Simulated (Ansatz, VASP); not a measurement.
# One calculation of Y2Ge3, two programs

```
Y Ge
1.0
     4.39243    0.00000    0.00000
    -2.19621    3.80395    0.00000
     0.00000    0.00000    7.10729
Y Ge
2 3
Direct
  0.00168 0.00536 0.26360
  0.00576 0.00619 0.72465
  0.66867 0.35501 0.99891
  0.65729 0.33252 0.50663
  0.31653 0.66102 0.99797
```

Change from the starting cell: atoms moved at random, drawn with an rms of 0.05 Å.

Alike in both runs: task single point; functional PBE; k mesh 7 × 7 × 4; occupations fermi-dirac, width 0.05 eV; no spin polarisation.

```csv
,VASP,Ansatz
version,VASP 6.6.1,Ansatz 0.2.0
potentials or method,"VASP PAW PBE potentials, release 64 (Y_sv, Ge_d)",Ansatz PAW
plane-wave cutoff (eV),520,420
valence electrons in the cell,64,64
```

```csv
,VASP,Ansatz,Ansatz less VASP
gap on the k mesh at the Fermi level (eV),none,none,-
pressure (GPa),0.5,0.6,+0.04
"traceless stress, the component that is largest in VASP (GPa)",1.08,1.07,-0.013
rms of the force components (eV/Å),0.245,0.246,+0.0005
```

Atom by atom the forces differ by 0.001 eV/Å (rms over components). A gap of «none» marks a metal or a gap that the smearing closes. The functional is the same, so the differences come from potentials, cutoffs and numerics.
